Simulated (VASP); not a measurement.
# BN in VASP: a series of runs, part 2 of 2

VASP 6.6.1. The steps go on from the part before.

**4. Single point, PBE (strain -0.080 along x and y, +0.000 along z)**

Contents of INCAR:

```
SYSTEM = BN
  PREC = Accurate
  ENCUT = 600
  EDIFF = 1E-6
  ISMEAR = 0
  SIGMA = 0.05
  LREAL = .FALSE.
  LASPH = .TRUE.
  NELM = 120
  ALGO = Normal
  ISIF = 2
  LWAVE = .FALSE.
  LCHARG = .FALSE.
  GGA = PE
  NBANDS = 11
  GGA_COMPAT = .FALSE.
```

Contents of KPOINTS:

```
regular mesh
0
G
  12 12 12
  0 0 0
```

Contents of POSCAR:

```
BN
1.0
    0.0000000000      1.6673606323      1.8123485134
    1.6673606323      0.0000000000      1.8123485134
    1.6673606323      1.6673606323      0.0000000000
B N
1 1
Direct
    0.0000000000      0.0000000000      0.0000000000
    0.7500000000      0.7500000000      0.7500000000
```

Potentials or basis: VASP PAW PBE potentials, release 64 (B, N).

Started as:

```bash
cat potpaw_PBE.64/B/POTCAR potpaw_PBE.64/N/POTCAR > POTCAR
mpirun -np 1 vasp_std > vasp.out
```

OUTCAR:

```text
SYSTEM = BN
   PREC = Accurate
   ENCUT = 600
   EDIFF = 1E-6
   ISMEAR = 0
   LREAL = .FALSE.
   LASPH = .TRUE.
   NELM = 120
   ISIF = 2
   GGA = PE

 ion  position               nearest neighbor table
   1  0.000  0.000  0.000-   2 1.49   2 1.49   2 1.49   2 1.49
   2  0.750  0.750  0.750-   1 1.49   1 1.49   1 1.49   1 1.49

  LATTYP: Found a body centered tetragonal cell.
 ALAT       =     2.3580040196
 C/A-ratio  =     1.5371886548

  Lattice vectors:

 A1 = (  -1.6673606323,   0.0000000000,   1.8123485134)
 A2 = (   1.6673606323,   0.0000000000,   1.8123485134)
 A3 = (   0.0000000000,   1.6673606323,  -1.8123485134)

Analysis of symmetry for initial positions (statically):
=====================================================================
 Subroutine PRICEL returns:
 Original cell was already a primitive cell.

 Routine SETGRP: Setting up the symmetry group for a
 body centered tetragonal supercell.

 Subroutine GETGRP returns: Found  8 space group operations
 (whereof  8 operations were pure point group operations)
 out of a pool of 16 trial point group operations.

The static configuration has the point symmetry D_2d.

Analysis of symmetry for dynamics (positions and initial velocities):
=====================================================================
 Subroutine PRICEL returns:
 Original cell was already a primitive cell.

 Routine SETGRP: Setting up the symmetry group for a
 body centered tetragonal supercell.

 Subroutine GETGRP returns: Found  8 space group operations
 (whereof  8 operations were pure point group operations)
 out of a pool of 16 trial point group operations.

The dynamic configuration has the point symmetry D_2d.

 Subroutine INISYM returns: Found  8 space group operations
 (whereof  8 operations are pure point group operations),
 and found     1 'primitive' translations

----------------------------------------------------------------------------------------

                                     Primitive cell

  volume of cell :      10.0770

[... 117 lines left out ...]
   LEPSILON=     F    determine dielectric tensor
   LRPA    =     F    only Hartree local field effects (RPA)
 non-spin polarized calculation
 Gauss-broadening in eV      SIGMA  =   0.05
  energy-cutoff  :      600.00
  volume of cell :       10.08
 maximum number of plane-waves:       348
   NGX =  9   NGY =  9   NGZ =  9

 number of electron       8.0000001 magnetization

 Free energy of the ion-electron system (eV)
  ---------------------------------------------------
  ext. energy  EPLUGINS =         0.00000000
  ---------------------------------------------------
  free energy    TOTEN  =       -16.91272749 eV

  energy without entropy =      -16.91272749  energy(sigma->0) =      -16.91272749

 E-fermi :  10.1299     XC(G=0): -13.6317

 val. band max:        9.8538574929   @ k =   0.0000   0.0000   0.0000
 cond. band min:      13.5990326973   @ k =   0.5000   0.0000   0.5000
 fundamental gap:      3.7451752045
 Fermi energy:        10.1298921140

 k-point     1 :       0.0000    0.0000    0.0000
  band No.  band energies     occupation
      1     -12.6514      2.00000
      2       8.7991      2.00000
      3       9.8539      2.00000
      4       9.8539      2.00000
      5      18.9479      0.00000
      6      18.9479      0.00000
      7      19.5702      0.00000
      8      22.5056      0.00000
      9      36.1518      0.00000
     10      37.0035      0.00000
     11      37.4548      0.00000
[... 309 lines left out ...]
 k-point    24 :      -0.4167    0.1667    0.0000
  band No.  band energies     occupation
      1      -7.1846      2.00000
      2      -2.0532      2.00000
      3       3.9811      2.00000
      4       7.3625      2.00000
      5      20.2293      0.00000
      6      23.2994      0.00000
      7      23.3087      0.00000
      8      27.2268      0.00000
      9      33.5051      0.00000
     10      37.0863      0.00000
     11      39.1340      0.00000

 [... further k-points ...]

------------------------ aborting loop because EDIFF is reached ----------------------------------------

  FORCE on cell =-STRESS in cart. coord.  units (eV):
  Direction    XX          YY          ZZ          XY          YZ          ZX
  --------------------------------------------------------------------------------------
  -------------------------------------------------------------------------------------
  Total        6.6960948      6.6960948      2.4986252      0.0000000      0.0000000      0.0000000
  in kB     1064.6365703   1064.6365703    397.2655468      0.0000000      0.0000000      0.0000000
  external PRESSURE =     842.1795624 kB  Pullay stress =       0.0000000 kB

 VOLUME and BASIS-vectors are now :
 -----------------------------------------------------------------------------
  energy-cutoff  :      600.00
  volume of cell :       10.08
      direct lattice vectors                 reciprocal lattice vectors
     0.000000000  1.667360632  1.812348513    -0.299875138  0.299875138  0.275885127
     1.667360632  0.000000000  1.812348513     0.299875138 -0.299875138  0.275885127
     1.667360632  1.667360632  0.000000000     0.299875138  0.299875138 -0.275885127

 POSITION                                       TOTAL-FORCE (eV/Angst)
 -----------------------------------------------------------------------------------
      0.00000      0.00000      0.00000        -0.000000     -0.000000      0.000000
      2.50104      2.50104      2.71852         0.000000      0.000000     -0.000000
 -----------------------------------------------------------------------------------
    total drift:                                0.000001      0.000001     -0.000002

  FREE ENERGIE OF THE ION-ELECTRON SYSTEM (eV)
  ---------------------------------------------------
  free  energy   TOTEN  =       -16.9127274920 eV

  energy  without entropy=      -16.9127274920  energy(sigma->0) =      -16.91272749
```

It took 10 s on 1 thread of Intel Xeon Platinum 8488C (Sapphire Rapids), shared host; peak memory 0.13 GiB.

What came out:

```
Free energy            : -16.9127 eV
Pressure               : 84.2 GPa
Band gap on the k mesh : 3.75 eV, indirect (least direct gap 9.09 eV)
```

Stress tensor (GPa, compression positive):
```
106.46   0.00   0.00
  0.00 106.46   0.00
  0.00   0.00  39.73
```

Caveat: the cell differs from its parent crystal (strain -0.080 along x and y, +0.000 along z). A k mesh can miss the band edges.

**5. Single point, PBE (strain -0.040 along x and y, -0.080 along z)**

Contents of INCAR:

```
PREC     = Accurate       # precision mode
ENCUT    = 600            # plane-wave cutoff, eV
EDIFF    = 1E-6           # SCF threshold, eV
ISMEAR   = 0              # smearing method
SIGMA    = 0.05           # smearing width, eV
LREAL    = F              # projectors in reciprocal space
LASPH    = T              # aspherical terms in the spheres
NELM     = 120            # most SCF steps
ALGO     = Normal         # electronic algorithm
ISIF     = 2              # what is computed and relaxed
LWAVE    = F              # write WAVECAR
LCHARG   = F              # write CHGCAR
GGA      = PE             # functional
NBANDS   = 11             # bands
GGA_COMPAT= F
```

Contents of KPOINTS:

```
Automatic mesh
0
Gamma
  12 12 12
```

Contents of POSCAR:

```
BN
1.0
    0.0000000000      1.7398545729      1.6673606323
    1.7398545729      0.0000000000      1.6673606323
    1.7398545729      1.7398545729      0.0000000000
B N
1 1
Direct
    0.0000000000      0.0000000000      0.0000000000
    0.7500000000      0.7500000000      0.7500000000
```

Started as:

```bash
cat potpaw_PBE.64/B/POTCAR potpaw_PBE.64/N/POTCAR > POTCAR
mpirun -np 1 vasp_std > vasp.out
```

Wall time 11 s (1 thread of Intel Xeon Platinum 8488C (Sapphire Rapids), shared host); peak memory 0.13 GiB.

The run converged. Its results:

```yaml
Free_energy: -17.0084 eV
Pressure: 83.2 GPa
Band_gap_on_the_k_mesh: 3.76 eV, indirect (least direct gap 9.09 eV)
```

Stress tensor (GPa, compression positive):
```
 73.87   0.00   0.00
  0.00  73.87   0.00
  0.00   0.00 101.90
```

Levels at points of the mesh, in eV from the valence-band top:
```
           k point  band 1  band 2  band 3  band 4  band 5  band 6  band 7  band 8
(0.00, 0.00, 0.00)  -22.42   -0.43   -0.43    0.00    9.09    9.41    9.41   12.73
(0.50, 0.00, 0.00)  -17.41  -12.51   -2.91   -2.18   10.91   10.97   12.68   16.61
(0.50, 0.50, 0.00)  -15.42   -9.84   -6.45   -6.45    3.76    9.10   20.22   20.22
(0.50, 0.00, 0.50)  -16.03  -10.53   -5.80   -5.77    4.63   10.19   19.67   20.43
```

Caveat: the cell differs from its parent crystal (strain -0.040 along x and y, -0.080 along z).

**6. Overview**

```csv
cell,gap on the mesh (eV),pressure (GPa)
"a = 2.768 Å, angles 60.0°, 2 atoms",4.17,-55.9
"a = 2.410, b = 2.410, c = 2.358 Å, angles 60.7, 60.7, 58.6°, 2 atoms",4.19,113.0
"a = 2.463, b = 2.463, c = 2.358 Å, angles 61.4, 61.4, 57.2°, 2 atoms",3.75,84.2
"a = 2.410, b = 2.410, c = 2.461 Å, angles 59.3, 59.3, 61.4°, 2 atoms",3.76,83.2
```

Alike in all rows: task single point; level PBE; potentials or basis VASP PAW PBE potentials, release 64 (B, N); no spin polarisation; k mesh 12 × 12 × 12; cutoff (eV) 600; smearing gaussian 0.05 eV.

Total energies depend on the potentials used, so only differences within one code and one set of settings carry meaning.
